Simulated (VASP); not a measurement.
# TaN (R-3m) in VASP: notebook, part 2 of 2

VASP 6.6.1. The steps go on from the part before.

## Step 3: Single point, r2SCAN

This run uses another cell than the first one, of the same volume but with other edges.

Input file POSCAR:

```
TaN
1.0
    0.2758197072      2.3444675113      2.3444675113
    2.3444675113      0.2758197072      2.3444675113
    2.3444675113      2.3444675113      0.2758197072
Ta N
1 1
Direct
    0.5000000000      0.5000000000      0.5000000000
    0.0000000000      0.0000000000      0.0000000000
```

Input file INCAR.step1:

```
SYSTEM = TaN
PREC     = Accurate       ! precision mode
ENCUT    = 520            ! plane-wave cutoff, eV
ISMEAR   = 0              ! smearing method
SIGMA    = 0.15           ! smearing width, eV
LREAL    = .False.        ! projectors in reciprocal space
LASPH    = .True.         ! aspherical terms in the spheres
NELM     = 80             ! most SCF steps
NBANDS   = 15             ! bands
GGA      = PE             ! functional
ALGO     = Normal         ! electronic algorithm
EDIFF    = 1E-4           ! SCF threshold, eV
LWAVE    = .True.         ! write WAVECAR
LCHARG   = .False.        ! write CHGCAR
```

Input file INCAR.step2:

```
SYSTEM = TaN
PREC     = Accurate       ! precision mode
ENCUT    = 520            ! plane-wave cutoff, eV
EDIFF    = 1E-6           ! SCF threshold, eV
ISMEAR   = 0              ! smearing method
SIGMA    = 0.15           ! smearing width, eV
LREAL    = .False.        ! projectors in reciprocal space
LASPH    = .True.         ! aspherical terms in the spheres
NELM     = 80             ! most SCF steps
ALGO     = Normal         ! electronic algorithm
ISIF     = 2              ! what is computed and relaxed
LWAVE    = .False.        ! write WAVECAR
LCHARG   = .True.         ! write CHGCAR
METAGGA  = R2SCAN         ! meta-GGA
LMIXTAU  = .True.       
LELF     = .True.         ! ELF
LVHAR    = .True.       
NBANDS   = 15             ! bands
ISTART   = 1
```

Input file KPOINTS:

```
Automatic mesh
0
Gamma
  26 26 26
  0 0 0
```

Potentials or basis: VASP PAW PBE potentials, release 64 (Ta_pv, N).

On the command line:

```console
cat potpaw_PBE.64/Ta_pv/POTCAR potpaw_PBE.64/N/POTCAR > POTCAR
cp INCAR.step1 INCAR
mpirun -np 1 vasp_std > vasp.out
cp INCAR.step2 INCAR
mpirun -np 1 vasp_std > vasp.out
```

OUTCAR:

```text
SYSTEM = TaN
   PREC = Accurate
   ENCUT = 520
   EDIFF = 1E-6
   ISMEAR = 0
   LREAL = .False.
   LASPH = .True.
   NELM = 80
   ISIF = 2
   METAGGA = R2SCAN
   ISTART = 1

 ion  position               nearest neighbor table
   1  0.500  0.500  0.500-   2 2.22   2 2.22   2 2.22   2 2.22   2 2.22   2 2.22
   2  0.000  0.000  0.000-   1 2.22   1 2.22   1 2.22   1 2.22   1 2.22   1 2.22

  LATTYP: Found a trigonal (rhomboedric) cell.
 ALAT       =     3.3270305580
 COS(alpha) =     0.6134020619

  Lattice vectors:

 A1 = (   0.2758197072,   2.3444675113,   2.3444675113)
 A2 = (   2.3444675113,   0.2758197072,   2.3444675113)
 A3 = (   2.3444675113,   2.3444675113,   0.2758197072)

Analysis of symmetry for initial positions (statically):
=====================================================================
 Subroutine PRICEL returns:
 Original cell was already a primitive cell.

 Routine SETGRP: Setting up the symmetry group for a
 trigonal (rhombohedral) supercell.

 Subroutine GETGRP returns: Found 12 space group operations
 (whereof 12 operations were pure point group operations)
 out of a pool of 12 trial point group operations.

The static configuration has the point symmetry D_3d.

Analysis of symmetry for dynamics (positions and initial velocities):
=====================================================================
 Subroutine PRICEL returns:
 Original cell was already a primitive cell.

 Routine SETGRP: Setting up the symmetry group for a
 trigonal (rhombohedral) supercell.

 Subroutine GETGRP returns: Found 12 space group operations
 (whereof 12 operations were pure point group operations)
 out of a pool of 12 trial point group operations.

The dynamic configuration has the point symmetry D_3d.

 Subroutine INISYM returns: Found 12 space group operations
 (whereof 12 operations are pure point group operations),
 and found     1 'primitive' translations

----------------------------------------------------------------------------------------

                                     Primitive cell

  volume of cell :      21.2457

  direct lattice vectors                    reciprocal lattice vectors
     0.275819707  2.344467511  2.344467511    -0.255131771  0.228275795  0.228275795
     2.344467511  0.275819707  2.344467511     0.228275795 -0.255131771  0.228275795
     2.344467511  2.344467511  0.275819707     0.228275795  0.228275795 -0.255131771

  length of vectors
     3.327030558  3.327030558  3.327030558     0.411475270  0.411475270  0.411475270

  position of ions in fractional coordinates (direct lattice)
     0.500000000  0.500000000  0.500000000
     0.000000000  0.000000000  0.000000000

  ion indices of the primitive-cell ions
   primitive index   ion index
                 1           1
                 2           2

----------------------------------------------------------------------------------------

 KPOINTS: Automatic mesh

Automatic generation of k-mesh.
 Grid dimensions read from file:
 generate k-points for:   26   26   26

 Generating k-lattice:

  Cartesian coordinates                     Fractional coordinates (reciprocal lattice)
    -0.009812760  0.008779838  0.008779838     0.038461538  0.000000000 -0.000000000
     0.008779838 -0.009812760  0.008779838     0.000000000  0.038461538 -0.000000000
     0.008779838  0.008779838 -0.009812760     0.000000000  0.000000000  0.038461538

  Length of vectors
[... 41 lines left out ...]
   dimension x,y,z NGXF=    56 NGYF=   56 NGZF=   56
   ions per type =               1   1
   NGX,Y,Z   is equivalent  to a cutoff of  13.99, 13.99, 13.99 a.u.
   NGXF,Y,Z  is equivalent  to a cutoff of  27.98, 27.98, 27.98 a.u.
 SYSTEM =  TaN
   PREC   = accura    normal or accurate (medium, high low for compatibility)
   ISTART =      1    job   : 0-new  1-cont  2-samecut
   ICHARG =      0    charge: 1-file 2-atom 10-const
   ISPIN  =      1    spin polarized calculation?
   LNONCOLLINEAR =      F non collinear calculations
   LSORBIT =      F    spin-orbit coupling
   LASPH  =      T    aspherical Exc in radial PAW
   ENCUT  =  520.0 eV  38.22 Ry    6.18 a.u.   6.19  6.19  6.19*2*pi/ulx,y,z
   NELM   =     80;   NELMIN=  2; NELMDL=  0     # of ELM steps
   EDIFF  = 0.1E-05   stopping-criterion for ELM
   LREAL  =      F    real-space projection
   EDIFFG = 0.1E-04   stopping-criterion for IOM
   NSW    =      0    number of steps for IOM
   IBRION =     -1    ionic relax: 0-MD 1-quasi-New 2-CG
   NFREE  =      0    steps in history (QN), initial steepest desc. (CG)
   ISIF   =      2    stress and relaxation
   ISYM   =      2    0-nonsym 1-usesym 2-fastsym
   POTIM  = 0.5000    time-step for ionic-motion
   TEBEG  =    0.0;   TEEND  =   0.0 temperature during run
   PSTRESS=    0.0 pullay stress
   NELECT =      16.0000    total number of electrons
   NUPDOWN=      -1.0000    fix difference up-down
   EMIN   =  10.00;   EMAX   =-10.00  energy-range for DOS
   EFERMI =   0.00;   METHOD = LEGACY
   ISMEAR =     0;   SIGMA  =   0.15  broadening in eV -4-tet -1-fermi 0-gaus
   EFERMI_NEDOS =   21; number of points for ismear=-14 and -15
   IALGO  =     38    algorithm
   IMIX   =      4    mixing-type and parameters
     AMIX     =   0.40;   BMIX     =  1.00
     AMIX_MAG =   1.60;   BMIX_MAG =  1.00
  volume/ion in A,a.u.               =      10.62        71.69
  Fermi-wavevector in a.u.,A,eV,Ry     =   1.489445  2.814643 30.183803  2.218447
  Thomas-Fermi vector in A             =   2.602353
   LORBIT       =      0    0 simple, 1 ext, 2 COOP (PROOUT), +10 PAW based schemes
   METAGGA = R2SCAN    functional components
   LHFCALC =     F    Hartree Fock is set to
   AEXX    =    0.0000 exact exchange contribution
   IVDW    =     0    specifies the selected vdW correction
   LEPSILON=     F    determine dielectric tensor
   LRPA    =     F    only Hartree local field effects (RPA)
 non-spin polarized calculation
 Gauss-broadening in eV      SIGMA  =   0.15
  energy-cutoff  :      520.00
  volume of cell :       21.25
 maximum number of plane-waves:       593
 NGX is ok and might be reduce to    28

 number of electron      16.0000001 magnetization

 Free energy of the ion-electron system (eV)
  ---------------------------------------------------
  ext. energy  EPLUGINS =         0.00000000
  ---------------------------------------------------
  free energy    TOTEN  =       -59.49816975 eV

  energy without entropy =      -59.48787597  energy(sigma->0) =      -59.49302286

 E-fermi :   9.0359     XC(G=0): -14.4606

 val. band max:        9.0335273491   @ k =   0.3462   0.1154   0.0000
 cond. band min:       9.0359266796   @ k =  -0.1923   0.5000   0.1538
 fundamental gap:      0.0023993305
 Fermi energy:         9.0358619656

 k-point     1 :       0.0000    0.0000    0.0000
  band No.  band energies     occupation
      1     -27.8544      2.00000
      2     -27.4284      2.00000
      3     -27.4284      2.00000
      4     -10.3105      2.00000
      5       4.8582      2.00000
      6       5.1847      2.00000
      7       6.1413      2.00000
      8       6.1413      2.00000
      9       7.9529      2.00000
     10       7.9529      2.00000
     11      10.3321      0.00000
     12      10.3321      0.00000
     13      12.2590      0.00000
     14      19.0914      0.00000
[... 401 lines left out ...]
      2     -27.8215      2.00000
      3     -27.6125      2.00000
      4      -7.7874      2.00000
      5      -0.0400      2.00000
      6       1.0756      2.00000
      7       2.8426      2.00000
      8       8.5552      1.99999
      9      10.3062      0.00000
     10      12.1735      0.00000
     11      15.6459      0.00000
     12      15.9827      0.00000
     13      16.5995      0.00000
     14      19.0882      0.00000
     15      21.7701      0.00000

 [... further k-points ...]

------------------------ aborting loop because EDIFF is reached ----------------------------------------

  FORCE on cell =-STRESS in cart. coord.  units (eV):
  Direction    XX          YY          ZZ          XY          YZ          ZX
  --------------------------------------------------------------------------------------
  -------------------------------------------------------------------------------------
  Total        0.4785187      0.4785187      0.4785187     -0.7190797     -0.7190797     -0.7190797
  in kB       36.0859856     36.0859856     36.0859856    -54.2271372    -54.2271372    -54.2271372
  external PRESSURE =      36.0859856 kB  Pullay stress =       0.0000000 kB

 VOLUME and BASIS-vectors are now :
 -----------------------------------------------------------------------------
  energy-cutoff  :      520.00
  volume of cell :       21.25
      direct lattice vectors                 reciprocal lattice vectors
     0.275819707  2.344467511  2.344467511    -0.255131771  0.228275795  0.228275795
     2.344467511  0.275819707  2.344467511     0.228275795 -0.255131771  0.228275795
     2.344467511  2.344467511  0.275819707     0.228275795  0.228275795 -0.255131771

 POSITION                                       TOTAL-FORCE (eV/Angst)
 -----------------------------------------------------------------------------------
      2.48238      2.48238      2.48238         0.000000     -0.000000      0.000000
      0.00000      0.00000      0.00000        -0.000000      0.000000     -0.000000
 -----------------------------------------------------------------------------------
    total drift:                                0.000000      0.000000      0.000000

  FREE ENERGIE OF THE ION-ELECTRON SYSTEM (eV)
  ---------------------------------------------------
  free  energy   TOTEN  =       -59.4981697509 eV

  energy  without entropy=      -59.4878759654  energy(sigma->0) =      -59.49302286
```

Wall time 59 min (1 thread of Intel Xeon 8259CL, shared host); peak memory 0.64 GiB.

Results:

| Item | Value |
| --- | --- |
| Free energy | -59.4982 eV |
| Pressure | 3.6 GPa |
| Band gap on the k mesh | zero (bands 8 and 9 overlap by 2.24 eV) |

Caveat: the cell stands under pressure; the PAW data sets were made with another functional, which shifts forces and pressure a little; spin-orbit coupling is left out, which moves the levels of the heavy elements.

## Step 4: Single point, r2SCAN

This run uses another cell than the first one, of the same volume but with other edges.

Input file POSCAR:

```
TaN
1.0
    1.1631767540      2.9079418849      2.9079418849
    2.9079418849      1.1631767540      2.9079418849
    2.9079418849      2.9079418849      1.1631767540
Ta N
1 1
Direct
    0.5000000000      0.5000000000      0.5000000000
    0.0000000000      0.0000000000      0.0000000000
```

Input file INCAR.step1:

```
SYSTEM = TaN
  PREC = Accurate
  ENCUT = 520
  ISMEAR = 0
  SIGMA = 0.15
  LREAL = .FALSE.
  LASPH = .TRUE.
  NELM = 80
  NBANDS = 15
  GGA = PE
  ALGO = Normal
  EDIFF = 1E-4
  LWAVE = .TRUE.
  LCHARG = .FALSE.
```

Input file INCAR.step2:

```
SYSTEM = TaN
  PREC = Accurate
  ENCUT = 520
  EDIFF = 1E-7
  ISMEAR = 0
  SIGMA = 0.15
  LREAL = .FALSE.
  LASPH = .TRUE.
  NELM = 80
  ALGO = Normal
  ISIF = 2
  LWAVE = .FALSE.
  LCHARG = .FALSE.
  METAGGA = R2SCAN
  LMIXTAU = .TRUE.
  NBANDS = 15
  ISTART = 1
```

Input file KPOINTS:

```
Automatic mesh
0
G
  26 26 26
  0 0 0
```

On the command line:

```console
cat potpaw_PBE.64/Ta_pv/POTCAR potpaw_PBE.64/N/POTCAR > POTCAR
cp INCAR.step1 INCAR
mpirun -np 1 vasp_std > vasp.out
cp INCAR.step2 INCAR
mpirun -np 1 vasp_std > vasp.out
```

It took 50 min on 1 thread of Intel Xeon Platinum 8259CL at 2.50GHz (Skylake/Cascade Lake), shared host; peak memory 0.65 GiB.

It converged, with:

```yaml
Free_energy: -53.7438 eV
Pressure: 46.7 GPa
Band_gap_on_the_k_mesh: zero (bands 8 and 9 overlap by 1.78 eV)
```

Stress tensor (GPa, compression positive):
```
 46.68 -67.42 -67.42
-67.42  46.68 -67.42
-67.42 -67.42  46.68
```

Levels at points of the mesh, in eV from the Fermi level:
```tsv
k point	band 4	band 5	band 6	band 7	band 8	band 9	band 10	band 11	band 12	band 13
(0.00, 0.00, 0.00)	-17.80	-6.76	-4.85	0.16	0.16	1.89	1.89	4.70	6.51	6.51
(0.50, 0.00, 0.00)	-13.76	-7.74	-7.59	-4.67	-0.67	3.91	6.10	7.42	7.56	11.02
(0.50, 0.50, 0.00)	-14.56	-6.52	-5.69	-2.94	-1.87	0.30	3.41	4.17	10.37	11.01
(0.50, 0.50, 0.50)	-16.77	-9.19	-4.54	-0.31	-0.31	2.30	2.30	7.12	7.12	9.12
```

Caveat: the cell stands under pressure; the PAW data sets were made with another functional, which shifts forces and pressure a little; spin-orbit coupling is left out, which moves the levels of the heavy elements.

## Step 5: The runs side by side

| cell | gap on the mesh (eV) | pressure (GPa) |
| --- | --- | --- |
| a = 3.571 Å, angles 45.7°, 2 atoms | none | 5.8 |
| a = 3.327 Å, angles 52.2°, 2 atoms | none | 3.6 |
| a = 4.274 Å, angles 33.6°, 2 atoms | none | 46.7 |

Alike in all rows: task single point; level r2SCAN; potentials or basis VASP PAW PBE potentials, release 64 (Ta_pv, N); no spin polarisation; k mesh 26 × 26 × 26; cutoff (eV) 520; smearing gaussian 0.15 eV.

Caveats: the cell stands under pressure; the PAW data sets were made with another functional, which shifts forces and pressure a little; spin-orbit coupling is left out, which moves the levels of the heavy elements.

Total energies depend on the potentials used, so only differences within one code and one set of settings carry meaning.
